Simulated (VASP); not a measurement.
The system is Ba.

```
Ba
1.0
     3.91772    0.00000    0.00000
     0.00000    3.91772    0.00000
     0.00000    0.00000    3.91772
Ba
1
Direct
  0.00000 0.00000 0.00000
```

Base run:

| Property | Result |
| --- | --- |
| Program | VASP 6.6.1 |
| Functional | r2SCAN |
| Potentials or basis | VASP PAW PBE potentials, release 64 (Ba_sv) |
| Cutoff | 520 eV |
| k mesh | 11 × 11 × 11 |
| Occupations | fermi-dirac, width 0.05 eV |
| Spin | no spin polarisation |

Its results: band gap on the k mesh 0.11 eV, direct; pressure 0.1 GPa.

Question: The run is repeated on the same cell with these changes: k mesh from 11 × 11 × 11 to 6 × 6 × 6. What comes out?

Answer: Band gap on the k mesh zero (band 5 reaches 1.83 eV, above the bottom of band 6 at 1.77 eV); pressure 0.1 GPa.

Caveats: the PAW data sets were made with another functional, which shifts forces and pressure a little; spin-orbit coupling is left out, which moves the levels of the heavy elements.

A k mesh can miss the band edges.
